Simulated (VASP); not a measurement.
A run of VASP 6.6.1:

The input INCAR:

```
ALGO     = Normal         # electronic algorithm
EDIFF    = 1E-6           # SCF threshold, eV
ENCUT    = 520            # plane-wave cutoff, eV
GGA      = RP             # functional
ISIF     = 2              # what is computed and relaxed
ISMEAR   = 0              # smearing method
LASPH    = T              # aspherical terms in the spheres
LCHARG   = F              # write CHGCAR
LREAL    = F              # projectors in reciprocal space
LWAVE    = F              # write WAVECAR
NBANDS   = 15             # bands
NELM     = 100            # most SCF steps
PREC     = Accurate       # precision mode
SIGMA    = 0.05           # smearing width, eV
```

KPOINTS

```
k-points
0
Gamma
  8 8 8
```

The input POSCAR:

```
KF
1.0
    3.2589550000      0.0000000000      0.0000000000
    0.0000000000      3.2589550000      0.0000000000
    0.0000000000      0.0000000000      3.2589550000
K F
1 1
Direct
    0.0000000000      0.0000000000      0.0000000000
    0.5000000000      0.5000000000      0.5000000000
```

Potentials or basis: VASP PAW PBE potentials, release 64 (K_sv, F).

The run is started by

```bash
$ cat potpaw_PBE.64/K_sv/POTCAR potpaw_PBE.64/F/POTCAR > POTCAR
$ mpirun -np 1 vasp_std > vasp.out
```

Hardware: 1 thread of Intel Xeon 8259CL, on a shared host.

Task: Estimate the wall time of this run.

Result: Run time: 20 s on 1 thread of Intel Xeon 8259CL (shared host), peak memory 0.15 GiB. Counts: scf iterations 13, k points 35.
